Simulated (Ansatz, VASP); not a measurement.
# One calculation of W, two programs

POSCAR

```
W
1.0
   -1.5999068649      1.5999068649      1.5999068649
    1.5999068649     -1.5999068649      1.5999068649
    1.5999068649      1.5999068649     -1.5999068649
W
1
Direct
    0.0000000000      0.0000000000      0.0000000000
```

Contents of INCAR.step1:

```
ALGO     = Normal         # electronic algorithm
EDIFF    = 1E-4           # SCF threshold, eV
ENCUT    = 520            # plane-wave cutoff, eV
GGA      = PE             # functional
ISMEAR   = 0              # smearing method
LASPH    = T              # aspherical terms in the spheres
LCHARG   = F              # write CHGCAR
LREAL    = F              # projectors in reciprocal space
LWAVE    = T              # write WAVECAR
NBANDS   = 13             # bands
NELM     = 80             # most SCF steps
PREC     = Accurate       # precision mode
SIGMA    = 0.1            # smearing width, eV
```

File INCAR.step2:

```
ALGO     = Normal         # electronic algorithm
EDIFF    = 1E-6           # SCF threshold, eV
ENCUT    = 520            # plane-wave cutoff, eV
ISIF     = 2              # what is computed and relaxed
ISMEAR   = 0              # smearing method
ISTART   = 1            
LASPH    = T              # aspherical terms in the spheres
LCHARG   = F              # write CHGCAR
LMIXTAU  = T            
LREAL    = F              # projectors in reciprocal space
LWAVE    = F              # write WAVECAR
METAGGA  = R2SCAN         # meta-GGA
NBANDS   = 13             # bands
NELM     = 80             # most SCF steps
PREC     = Accurate       # precision mode
SIGMA    = 0.1            # smearing width, eV
```

File KPOINTS:

```
k-points
0
Gamma
  18 18 18
```

Input for Ansatz:

```yaml
crystal:
  lattice:
    - [-1.5999068649, 1.5999068649, 1.5999068649]
    - [1.5999068649, -1.5999068649, 1.5999068649]
    - [1.5999068649, 1.5999068649, -1.5999068649]
  atoms:
    - { symbol: W, position: [0.0, 0.0, 0.0] }
basis:
  ecutwfc: 500
kpoints:
  mp_grid: { grid: [18, 18, 18] }
hamiltonian:
  xc: r2scan
scf:
  occupations: { method: gaussian, width: 0.1 }
output:
  forces: true
  stress: true
  eigenvalues: true
  write_density: true
  write_potential: true
  elf: true
  volumetric_format: npy
```

Alike in both runs: task single point; functional r2SCAN; k mesh 18 × 18 × 18; occupations gaussian, width 0.1 eV; no spin polarisation.

|  | VASP | Ansatz |
| --- | --- | --- |
| version | VASP 6.6.1 | Ansatz 0.2.0 |
| potentials or method | VASP PAW PBE potentials, release 64 (W_sv), cutoff 520 eV | scalar-relativistic, plane waves, PAW |
| valence electrons in the cell | 14 | 14 |

|  | VASP | Ansatz | Ansatz less VASP |
| --- | --- | --- | --- |
| gap on the k mesh at the Fermi level (eV) | none | none | - |
| pressure (GPa) | -7.7 | -8.8 | -1.11 |

VASP's potentials were made for PBE, not for r2SCAN. A gap of «none» marks a metal or a gap that the smearing closes.

Neither program's run includes spin-orbit coupling.
